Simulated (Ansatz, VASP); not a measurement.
MgO: VASP beside Ansatz

```
Mg O
1.0
     2.10760   -2.10760    0.00000
     2.10760    0.00000   -2.10760
    10.67924   10.04696    9.41469
Mg O
6 6
Direct
  0.00000 0.90560 0.31466
  0.33333 0.28089 0.17481
  0.66667 0.53031 0.45451
  0.00000 0.77974 0.73421
  0.33333 0.15503 0.59436
  0.66667 0.65618 0.03496
  0.66667 0.59325 0.24474
  0.00000 0.96853 0.10489
  0.33333 0.21796 0.38459
  0.66667 0.46738 0.66429
  0.00000 0.84267 0.52444
  0.33333 0.09209 0.80414
```

Alike in both runs: task single point; functional PBEsol; k mesh 9 × 9 × 2; occupations gaussian, width 0.05 eV; no spin polarisation.

|  | VASP | Ansatz |
| --- | --- | --- |
| version | VASP 6.6.1 | Ansatz 0.2.0 |
| potentials or method | VASP PAW PBE potentials, release 64 (Mg, O), cutoff 520 eV | scalar-relativistic, plane waves, PAW |
| valence electrons in the cell | 48 | 96 |

|  | VASP | Ansatz | Ansatz less VASP |
| --- | --- | --- | --- |
| gap on the k mesh at the Fermi level (eV) | none | none | - |
| pressure (GPa) | -0.7 | -0.2 | +0.46 |
| traceless stress, the component that is largest in VASP (GPa) | -0.76 | -0.75 | +0.010 |
| rms of the force components (eV/Å) | 0.397 | 0.399 | +0.0023 |

VASP's potentials were made for PBE, not for PBEsol, and Ansatz warns of the same on its side. Atom by atom the forces differ by 0.006 eV/Å (rms over components). A gap of «none» marks a metal or a gap that the smearing closes. VASP's potentials hold 48 valence electrons a cell and Ansatz's 96, so a difference there can come from the potentials and not from the codes.
